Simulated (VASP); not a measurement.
Input of a VASP 6.6.1 run:

The input INCAR:

```
SYSTEM = ReSbN
PREC     = Accurate       ! precision mode
ENCUT    = 520            ! plane-wave cutoff, eV
EDIFF    = 1E-6           ! SCF threshold, eV
ISMEAR   = -1             ! smearing method
SIGMA    = 0.05           ! smearing width, eV
LREAL    = .FALSE.        ! projectors in reciprocal space
LASPH    = .TRUE.         ! aspherical terms in the spheres
NELM     = 80             ! most SCF steps
ALGO     = Normal         ! electronic algorithm
ISIF     = 2              ! what is computed and relaxed
LWAVE    = .FALSE.        ! write WAVECAR
LCHARG   = .FALSE.        ! write CHGCAR
GGA      = PE             ! functional
NBANDS   = 26             ! bands
```

Contents of KPOINTS:

```
Automatic mesh
0
G
  7 7 3
  0 0 0
```

POSCAR

```
ReSbN
1.0
    3.4321230000      0.0000000000      0.0000000000
    0.0000000000      3.4321230000      0.0000000000
    0.0000000000      0.0000000000      8.6785532700
Re Sb N
2 2 2
Direct
    0.0000000000      0.5000000000      0.8732410000
    0.5000000000      0.0000000000      0.1267590000
    0.0000000000      0.5000000000      0.3334580000
    0.5000000000      0.0000000000      0.6665420000
    0.0000000000      0.0000000000      0.0000000000
    0.5000000000      0.5000000000      0.0000000000
```

Potentials or basis: VASP PAW PBE potentials, release 64 (Re, Sb, N).

Command:

```bash
$ cat potpaw_PBE.64/Re/POTCAR potpaw_PBE.64/Sb/POTCAR potpaw_PBE.64/N/POTCAR > POTCAR
$ mpirun -np 1 vasp_std > vasp.out
```

(1) Predict the largest force.

(2) What does it give for the band gap on the k mesh?

(3) Estimate the pressure.

Results:

(1) 0.179 eV/Å.

(2) zero (bands 17 and 18 overlap by 1.63 eV).

(3) -1.6 GPa.

Caveat: spin-orbit coupling is left out, which moves the levels of the heavy elements; this functional lacks dispersion, which binds layers or chains, so the pressure and a relaxed spacing across them are unreliable.
